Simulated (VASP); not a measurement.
Hg: single point with PBE

The system is Hg.

```xyz
1
Lattice="2.2469 -2.0504 -0.0127 2.2469 2.0504 -0.0127 -0.3680 0.0000 3.0084" Properties=species:S:1:pos:R:3 pbc="T T T"
Hg    2.0629    0.0000    1.4915
```

This cell differs from its parent crystal: strained.

```yaml
Program: VASP 6.6.1
Task: single point
Functional: PBE
Potentials_or_basis: VASP PAW PBE potentials, release 64 (Hg)
Cutoff: 520 eV
k_mesh: 14 × 14 × 14
Occupations: gaussian, width 0.1 eV
Spin: no spin polarisation
```

```yaml
Pressure: 1.6 GPa
Band_gap_on_the_k_mesh: zero (bands 6 and 7 overlap by 4.75 eV)
```

Stress tensor (GPa, compression positive):
```
 1.71  0.00 -0.26
 0.00  1.30  0.00
-0.26  0.00  1.64
```

Levels at points of the mesh, in eV from the Fermi level:
```
           k point  band 3  band 4  band 5  band 6  band 7  band 8  band 9  band 10
(0.00, 0.00, 0.00)   -7.81   -5.95   -5.94   -5.90    9.95   10.01   10.16    13.45
(0.50, 0.00, 0.00)   -6.51   -6.41   -5.88   -2.81   -1.57   12.78   12.87    15.46
(0.50, 0.50, 0.00)   -6.39   -6.36   -5.36    0.44    0.95    2.22    7.44    14.92
(0.00, 0.00, 0.50)   -6.52   -6.42   -5.89   -2.75   -1.56   12.76   12.78    15.46
(0.50, 0.00, 0.50)   -6.40   -6.37   -5.34    0.49    0.95    2.27    7.48    14.85
(0.50, 0.50, 0.50)   -7.28   -5.33   -5.32    3.18    3.92    5.51    5.52     9.04
```

Wall time 5 min on 1 thread of AMD EPYC 7R13, with other jobs on the host, peak memory 0.31 GiB.

Caveat: the cell differs from its parent crystal (strained); spin-orbit coupling is left out, which moves the levels of the heavy elements.
